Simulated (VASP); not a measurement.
# AlP (kl) (F-43m) in VASP: a series of runs

The runs below take AlP (kl) through single point, with LDA.

Everything below comes from runs of VASP 6.6.1. Logs are shortened: lines on timing, memory, paths and dates and some standing lists are left out, and cuts for length are marked.

## Step 1: The cell of the first run

Symmetry: F-43m, No. 216, cubic system. Conventional cell: a = 5.473 Å, b = 5.473 Å, c = 5.473 Å, α = 90.00°, β = 90.00°, γ = 90.00°. Within 3.1 Å of Al (site symmetry -43m) lie 4 P at 2.37 Å. P (site symmetry -43m) has 4 Al at 2.37 Å within 3.1 Å.

## Step 2: Single point, LDA

INCAR reads:

```
SYSTEM = AlP
  PREC = Accurate
  ENCUT = 500
  EDIFF = 1E-6
  ISMEAR = 0
  SIGMA = 0.1
  LREAL = .FALSE.
  LASPH = .TRUE.
  NELM = 120
  ALGO = Normal
  ISIF = 2
  LWAVE = .FALSE.
  LCHARG = .TRUE.
  LELF = .TRUE.
  LVHAR = .TRUE.
  NBANDS = 11
  GGA_COMPAT = .FALSE.
```

KPOINTS reads:

```
Automatic mesh
0
G
  6 6 6
  0 0 0
```

POSCAR reads:

```
AlP
1.0
    0.0000000000      2.7364837100      2.7364837100
    2.7364837100      0.0000000000      2.7364837100
    2.7364837100      2.7364837100      0.0000000000
Al P
1 1
Direct
    0.0000000000      0.0000000000      0.0000000000
    0.2500000000      0.2500000000      0.2500000000
```

Potentials or basis: VASP PAW LDA potentials, release 64 (Al, P).

Command:

```console
$ cat potpaw_LDA.64/Al/POTCAR potpaw_LDA.64/P/POTCAR > POTCAR
$ mpirun -np 1 vasp_std > vasp.out
```

OUTCAR:

```text
SYSTEM = AlP
   PREC = Accurate
   ENCUT = 500
   EDIFF = 1E-6
   ISMEAR = 0
   LREAL = .FALSE.
   LASPH = .TRUE.
   NELM = 120
   ISIF = 2

 ion  position               nearest neighbor table
   1  0.000  0.000  0.000-   2 2.37   2 2.37   2 2.37   2 2.37
   2  0.250  0.250  0.250-   1 2.37   1 2.37   1 2.37   1 2.37

  LATTYP: Found a face centered cubic cell.
 ALAT       =     5.4729674200

  Lattice vectors:

 A1 = (   0.0000000000,   2.7364837100,   2.7364837100)
 A2 = (   2.7364837100,   0.0000000000,   2.7364837100)
 A3 = (   2.7364837100,   2.7364837100,   0.0000000000)

Analysis of symmetry for initial positions (statically):
=====================================================================
 Subroutine PRICEL returns:
 Original cell was already a primitive cell.

 Routine SETGRP: Setting up the symmetry group for a
 face centered cubic supercell.

 Subroutine GETGRP returns: Found 24 space group operations
 (whereof 24 operations were pure point group operations)
 out of a pool of 48 trial point group operations.

The static configuration has the point symmetry T_d .

Analysis of symmetry for dynamics (positions and initial velocities):
=====================================================================
 Subroutine PRICEL returns:
 Original cell was already a primitive cell.

 Routine SETGRP: Setting up the symmetry group for a
 face centered cubic supercell.

 Subroutine GETGRP returns: Found 24 space group operations
 (whereof 24 operations were pure point group operations)
 out of a pool of 48 trial point group operations.

The dynamic configuration has the point symmetry T_d .

 Subroutine INISYM returns: Found 24 space group operations
 (whereof 24 operations are pure point group operations),
 and found     1 'primitive' translations

----------------------------------------------------------------------------------------

                                     Primitive cell

  volume of cell :      40.9835

  direct lattice vectors                    reciprocal lattice vectors
     0.000000000  2.736483710  2.736483710    -0.182716235  0.182716235  0.182716235
     2.736483710  0.000000000  2.736483710     0.182716235 -0.182716235  0.182716235
     2.736483710  2.736483710  0.000000000     0.182716235  0.182716235 -0.182716235

  length of vectors
     3.869972376  3.869972376  3.869972376     0.316473802  0.316473802  0.316473802

  position of ions in fractional coordinates (direct lattice)
     0.000000000  0.000000000  0.000000000
     0.250000000  0.250000000  0.250000000

  ion indices of the primitive-cell ions
   primitive index   ion index
[... 74 lines left out ...]
   TEBEG  =    0.0;   TEEND  =   0.0 temperature during run
   PSTRESS=    0.0 pullay stress
   NELECT =       8.0000    total number of electrons
   NUPDOWN=      -1.0000    fix difference up-down
   EMIN   =  10.00;   EMAX   =-10.00  energy-range for DOS
   EFERMI =   0.00;   METHOD = LEGACY
   ISMEAR =     0;   SIGMA  =   0.10  broadening in eV -4-tet -1-fermi 0-gaus
   EFERMI_NEDOS =   21; number of points for ismear=-14 and -15
   IALGO  =     38    algorithm
   IMIX   =      4    mixing-type and parameters
     AMIX     =   0.40;   BMIX     =  1.00
     AMIX_MAG =   1.60;   BMIX_MAG =  1.00
  volume/ion in A,a.u.               =      20.49       138.29
  Fermi-wavevector in a.u.,A,eV,Ry     =   0.949661  1.794599 12.270497  0.901856
  Thomas-Fermi vector in A             =   2.077965
   LORBIT       =      0    0 simple, 1 ext, 2 COOP (PROOUT), +10 PAW based schemes
   GGA     = CA    functional components
   LHFCALC =     F    Hartree Fock is set to
   AEXX    =    0.0000 exact exchange contribution
   IVDW    =     0    specifies the selected vdW correction
   LEPSILON=     F    determine dielectric tensor
   LRPA    =     F    only Hartree local field effects (RPA)
 non-spin polarized calculation
 Gauss-broadening in eV      SIGMA  =   0.10
  energy-cutoff  :      500.00
  volume of cell :       40.98
 maximum number of plane-waves:      1056
   NGX = 15   NGY = 15   NGZ = 15

 number of electron       8.0000000 magnetization

 Free energy of the ion-electron system (eV)
  ---------------------------------------------------
  ext. energy  EPLUGINS =         0.00000000
  ---------------------------------------------------
  free energy    TOTEN  =       -11.39905238 eV

  energy without entropy =      -11.39905238  energy(sigma->0) =      -11.39905238

 E-fermi :   4.8159     XC(G=0):  -9.4212

 val. band max:        4.3899625093   @ k =   0.0000   0.0000   0.0000
 cond. band min:       5.8406872154   @ k =   0.5000   0.5000   0.0000
 fundamental gap:      1.4507247061
 Fermi energy:         4.8158515254

 k-point     1 :       0.0000    0.0000    0.0000
  band No.  band energies     occupation
      1      -7.0758      2.00000
      2       4.3900      2.00000
      3       4.3900      2.00000
      4       4.3900      2.00000
      5       7.4463      0.00000
      6       8.8490      0.00000
      7       8.8490      0.00000
      8       8.8490      0.00000
      9      13.1917      0.00000
     10      13.1917      0.00000
     11      14.3168      0.00000
[... 197 lines left out ...]
 k-point    16 :      -0.3333    0.5000    0.1667
  band No.  band energies     occupation
      1      -4.6937      2.00000
      2      -0.6758      2.00000
      3       1.4658      2.00000
      4       1.7057      2.00000
      5       7.5921      0.00000
      6       8.5729      0.00000
      7      11.8918      0.00000
      8      12.2501      0.00000
      9      15.3997      0.00000
     10      16.2547      0.00000
     11      17.4400      0.00000

------------------------ aborting loop because EDIFF is reached ----------------------------------------

  FORCE on cell =-STRESS in cart. coord.  units (eV):
  Direction    XX          YY          ZZ          XY          YZ          ZX
  --------------------------------------------------------------------------------------
  -------------------------------------------------------------------------------------
  Total       -0.4530605     -0.4530605     -0.4530605      0.0000000      0.0000000     -0.0000000
  in kB      -17.7116143    -17.7116143    -17.7116143      0.0000000      0.0000000     -0.0000000
  external PRESSURE =     -17.7116143 kB  Pullay stress =       0.0000000 kB

 VOLUME and BASIS-vectors are now :
 -----------------------------------------------------------------------------
  energy-cutoff  :      500.00
  volume of cell :       40.98
      direct lattice vectors                 reciprocal lattice vectors
     0.000000000  2.736483710  2.736483710    -0.182716235  0.182716235  0.182716235
     2.736483710  0.000000000  2.736483710     0.182716235 -0.182716235  0.182716235
     2.736483710  2.736483710  0.000000000     0.182716235  0.182716235 -0.182716235

 POSITION                                       TOTAL-FORCE (eV/Angst)
 -----------------------------------------------------------------------------------
      0.00000      0.00000      0.00000         0.000000      0.000000      0.000000
      1.36824      1.36824      1.36824        -0.000000     -0.000000     -0.000000
 -----------------------------------------------------------------------------------
    total drift:                               -0.000000     -0.000000      0.000000

  FREE ENERGIE OF THE ION-ELECTRON SYSTEM (eV)
  ---------------------------------------------------
  free  energy   TOTEN  =       -11.3990523794 eV

  energy  without entropy=      -11.3990523794  energy(sigma->0) =      -11.39905238
```

OSZICAR:

```text
N       E                     dE             d eps       ncg     rms          rms(c)
DAV:   1     0.104945012103E+02    0.10495E+02   -0.29543E+03   352   0.543E+02
DAV:   2    -0.108850115291E+02   -0.21380E+02   -0.19805E+02   443   0.873E+01
DAV:   3    -0.118219768692E+02   -0.93697E+00   -0.93462E+00   432   0.177E+01
DAV:   4    -0.118303700043E+02   -0.83931E-02   -0.83919E-02   461   0.205E+00
DAV:   5    -0.118304639525E+02   -0.93948E-04   -0.93948E-04   453   0.197E-01    0.460E+00
DAV:   6    -0.114679845480E+02    0.36248E+00   -0.70458E-01   397   0.305E+00    0.286E+00
DAV:   7    -0.114043770582E+02    0.63607E-01   -0.22110E-01   434   0.184E+00    0.142E+00
DAV:   8    -0.113992041978E+02    0.51729E-02   -0.17186E-02   418   0.606E-01    0.185E-01
DAV:   9    -0.113990353401E+02    0.16886E-03   -0.12110E-03   419   0.175E-01    0.625E-02
DAV:  10    -0.113990493258E+02   -0.13986E-04   -0.43807E-05   423   0.342E-02    0.211E-02
DAV:  11    -0.113990526327E+02   -0.33068E-05   -0.62863E-06   406   0.136E-02    0.129E-02
DAV:  12    -0.113990523794E+02    0.25328E-06   -0.10130E-06   265   0.436E-03
   1 F= -.11399052E+02 E0= -.11399052E+02  d E =-.103941E-10
```

stdout:

```text
POSCAR found type information on POSCAR AlP
 POSCAR found :  2 types and       2 ions
 scaLAPACK will be used
 LDA part: xc-table for (Slater(with rela. corr.)+CA(PZ))
 , standard interpolation
 POSCAR, INCAR and KPOINTS ok, starting setup
 FFT: planning ... GRIDC
 FFT: planning ... GRID_SOFT
 FFT: planning ... GRID
 WAVECAR not read
 entering main loop
```

It took 7.1 s on 1 thread of Intel Xeon Platinum 8259CL at 2.50GHz (Skylake/Cascade Lake), shared host; peak memory 0.13 GiB.

What came out:

| Quantity | Value |
| --- | --- |
| Free energy | -11.3991 eV |
| Pressure | -1.8 GPa |
| Band gap on the k mesh | 1.45 eV, indirect (least direct gap 3.06 eV) |

Levels at points of the mesh, in eV from the valence-band top:
```csv
k point,band 1,band 2,band 3,band 4,band 5,band 6,band 7,band 8
"(0.00, 0.00, 0.00)",-11.47,0.00,0.00,0.00,3.06,4.46,4.46,4.46
"(0.50, 0.00, 0.00)",-9.78,-5.55,-0.76,-0.76,2.64,4.73,4.73,8.04
"(0.50, 0.50, 0.00)",-9.12,-5.33,-2.11,-2.11,1.45,2.33,10.82,10.82
```

A k mesh can miss the band edges. Expect the measured gap to be larger: semilocal functionals such as LDA lack the derivative discontinuity.

## Step 3: Single point, LDA

This run uses another cell than the first one, of 20.05 Å³/atom, 0.979 times its volume.

INCAR reads:

```
SYSTEM = AlP
  PREC = Accurate
  ENCUT = 500
  EDIFF = 1E-6
  ISMEAR = 0
  SIGMA = 0.02
  LREAL = .False.
  LASPH = .True.
  NELM = 120
  ALGO = Normal
  ISIF = 2
  LWAVE = .False.
  LCHARG = .False.
  NBANDS = 11
  GGA_COMPAT = .False.
```

KPOINTS reads:

```
Automatic mesh
0
Gamma
  8 8 8
  0 0 0
```

POSCAR reads:

```
AlP
1.0
    0.0000000000      2.7168325462      2.7168325462
    2.7168325462      0.0000000000      2.7168325462
    2.7168325462      2.7168325462      0.0000000000
Al P
1 1
Direct
    0.0000000000      0.0000000000      0.0000000000
    0.2500000000      0.2500000000      0.2500000000
```

Potentials or basis: VASP PAW LDA potentials, release 64 (Al, P).

Command:

```console
$ cat potpaw_LDA.64/Al/POTCAR potpaw_LDA.64/P/POTCAR > POTCAR
$ mpirun -np 1 vasp_std > vasp.out
```

It took 11 s on 1 thread of Intel Xeon Platinum 8259CL at 2.50GHz (Skylake/Cascade Lake), shared host; peak memory 0.13 GiB.

Results (log left out):

* Free energy: -11.4122 eV
* Pressure: 0.1 GPa
* Band gap on the k mesh: 1.41 eV, indirect (least direct gap 3.24 eV)

Levels at points of the mesh, in eV from the valence-band top:
| k point | band 1 | band 2 | band 3 | band 4 | band 5 | band 6 | band 7 | band 8 |
| --- | --- | --- | --- | --- | --- | --- | --- | --- |
| (0.00, 0.00, 0.00) | -11.59 | 0.00 | 0.00 | 0.00 | 3.24 | 4.49 | 4.49 | 4.49 |
| (0.50, 0.00, 0.00) | -9.86 | -5.65 | -0.78 | -0.78 | 2.72 | 4.74 | 4.74 | 8.11 |
| (0.50, 0.50, 0.00) | -9.17 | -5.40 | -2.15 | -2.15 | 1.41 | 2.33 | 11.01 | 11.01 |

A k mesh can miss the band edges. LDA gaps usually lie below the measured ones, often by a third to a half.

## Step 4: Single point, LDA

This run uses another cell than the first one, of 20.05 Å³/atom, 0.979 times its volume.

INCAR reads:

```
SYSTEM = AlP
ALGO = Normal ; EDIFF = 1E-6
ENCUT = 500 ; GGA = CA
GGA_COMPAT = .FALSE. ; ISIF = 2
ISMEAR = 0 ; LASPH = .TRUE.
LCHARG = .FALSE. ; LREAL = .FALSE.
LWAVE = .FALSE. ; NBANDS = 11
NELM = 120 ; PREC = Accurate
SIGMA = 0.02
```

KPOINTS reads:

```
k-points
0
G
  10 10 10
  0 0 0
```

POSCAR is that of step 3.

Potentials or basis: VASP PAW LDA potentials, release 64 (Al, P).

Command:

```console
$ cat potpaw_LDA.64/Al/POTCAR potpaw_LDA.64/P/POTCAR > POTCAR
$ mpirun -np 1 vasp_std > vasp.out
```

OUTCAR:

```text
SYSTEM = AlP
   EDIFF = 1E-6
   ENCUT = 500
   GGA = CA
   ISIF = 2
   ISMEAR = 0
   LASPH = .TRUE.
   LREAL = .FALSE.
   NELM = 120
   PREC = Accurate

 ion  position               nearest neighbor table
   1  0.000  0.000  0.000-   2 2.35   2 2.35   2 2.35   2 2.35
   2  0.250  0.250  0.250-   1 2.35   1 2.35   1 2.35   1 2.35

  LATTYP: Found a face centered cubic cell.
 ALAT       =     5.4336650924

  Lattice vectors:

 A1 = (   0.0000000000,   2.7168325462,   2.7168325462)
 A2 = (   2.7168325462,   0.0000000000,   2.7168325462)
 A3 = (   2.7168325462,   2.7168325462,   0.0000000000)

Analysis of symmetry for initial positions (statically):
=====================================================================
 Subroutine PRICEL returns:
 Original cell was already a primitive cell.

 Routine SETGRP: Setting up the symmetry group for a
 face centered cubic supercell.

 Subroutine GETGRP returns: Found 24 space group operations
 (whereof 24 operations were pure point group operations)
 out of a pool of 48 trial point group operations.

The static configuration has the point symmetry T_d .

Analysis of symmetry for dynamics (positions and initial velocities):
[... 171 lines left out ...]
      4       4.5839      2.00000
      5       7.8267      0.00000
      6       9.0769      0.00000
      7       9.0769      0.00000
      8       9.0769      0.00000
      9      13.4135      0.00000
     10      13.4135      0.00000
     11      14.6707      0.00000
[... 309 lines left out ...]
 k-point    24 :       0.4000    0.3000    0.0000
  band No.  band energies     occupation
      1      -5.3113      2.00000
      2       0.2240      2.00000
      3       2.4628      2.00000
      4       2.8010      2.00000
      5       6.8340      0.00000
      6       7.9161      0.00000
      7      12.5240      0.00000
      8      12.7929      0.00000
      9      15.1369      0.00000
     10      16.1119      0.00000
     11      18.1302      0.00000

 [... further k-points ...]

------------------------ aborting loop because EDIFF is reached ----------------------------------------

  FORCE on cell =-STRESS in cart. coord.  units (eV):
  Direction    XX          YY          ZZ          XY          YZ          ZX
  --------------------------------------------------------------------------------------
  -------------------------------------------------------------------------------------
  Total        0.0150236      0.0150236      0.0150236     -0.0000000      0.0000000     -0.0000000
  in kB        0.6001591      0.6001591      0.6001591     -0.0000000      0.0000000     -0.0000000
  external PRESSURE =       0.6001591 kB  Pullay stress =       0.0000000 kB

 VOLUME and BASIS-vectors are now :
 -----------------------------------------------------------------------------
  energy-cutoff  :      500.00
  volume of cell :       40.11
      direct lattice vectors                 reciprocal lattice vectors
     0.000000000  2.716832546  2.716832546    -0.184037842  0.184037842  0.184037842
     2.716832546  0.000000000  2.716832546     0.184037842 -0.184037842  0.184037842
     2.716832546  2.716832546  0.000000000     0.184037842  0.184037842 -0.184037842

 POSITION                                       TOTAL-FORCE (eV/Angst)
 -----------------------------------------------------------------------------------
      0.00000      0.00000      0.00000         0.000000      0.000000      0.000000
      1.35842      1.35842      1.35842        -0.000000     -0.000000     -0.000000
 -----------------------------------------------------------------------------------
    total drift:                               -0.000000     -0.000000     -0.000000

  FREE ENERGIE OF THE ION-ELECTRON SYSTEM (eV)
  ---------------------------------------------------
  free  energy   TOTEN  =       -11.4132441108 eV

  energy  without entropy=      -11.4132441108  energy(sigma->0) =      -11.41324411
```

OSZICAR:

```text
N       E                     dE             d eps       ncg     rms          rms(c)
DAV:   1     0.105914533481E+02    0.10591E+02   -0.30746E+03  1042   0.545E+02
DAV:   2    -0.109781701913E+02   -0.21570E+02   -0.20600E+02  1343   0.899E+01
DAV:   3    -0.118434411593E+02   -0.86527E+00   -0.86398E+00  1294   0.174E+01
DAV:   4    -0.118503310520E+02   -0.68899E-02   -0.68892E-02  1258   0.190E+00
DAV:   5    -0.118504237526E+02   -0.92701E-04   -0.92700E-04  1339   0.210E-01    0.470E+00
DAV:   6    -0.114841154762E+02    0.36631E+00   -0.69413E-01  1188   0.306E+00    0.293E+00
DAV:   7    -0.114184435073E+02    0.65672E-01   -0.22660E-01  1312   0.187E+00    0.145E+00
DAV:   8    -0.114133974761E+02    0.50460E-02   -0.17296E-02  1195   0.609E-01    0.183E-01
DAV:   9    -0.114132295352E+02    0.16794E-03   -0.11997E-03  1216   0.174E-01    0.567E-02
DAV:  10    -0.114132414301E+02   -0.11895E-04   -0.41104E-05  1252   0.335E-02    0.202E-02
DAV:  11    -0.114132444067E+02   -0.29766E-05   -0.65577E-06  1206   0.137E-02    0.147E-02
DAV:  12    -0.114132441108E+02    0.29589E-06   -0.12568E-06   741   0.476E-03
   1 F= -.11413244E+02 E0= -.11413244E+02  d E =-.485021E-11
```

Wall time 15 s (1 thread of Intel Xeon Platinum 8259CL at 2.50GHz (Skylake/Cascade Lake), shared host); peak memory 0.14 GiB.

What came out:

* Free energy: -11.4132 eV
* Pressure: 0.1 GPa
* Band gap on the k mesh: 1.41 eV, indirect (least direct gap 3.24 eV)

A k mesh can miss the band edges.

## Step 5: Overview

| cell | k mesh | smearing | gap on the mesh (eV) | pressure (GPa) |
| --- | --- | --- | --- | --- |
| a = 3.870 Å, angles 60.0°, 2 atoms | 6 × 6 × 6 | gaussian 0.1 eV | 1.45 | -1.8 |
| a = 3.842 Å, angles 60.0°, 2 atoms | 8 × 8 × 8 | gaussian 0.02 eV | 1.41 | 0.1 |
| a = 3.842 Å, angles 60.0°, 2 atoms | 10 × 10 × 10 | gaussian 0.02 eV | 1.41 | 0.1 |

Alike in all rows: task single point; level LDA; potentials or basis VASP PAW LDA potentials, release 64 (Al, P); no spin polarisation; cutoff (eV) 500.

Absolute energies hang on the potentials; compare differences alone.
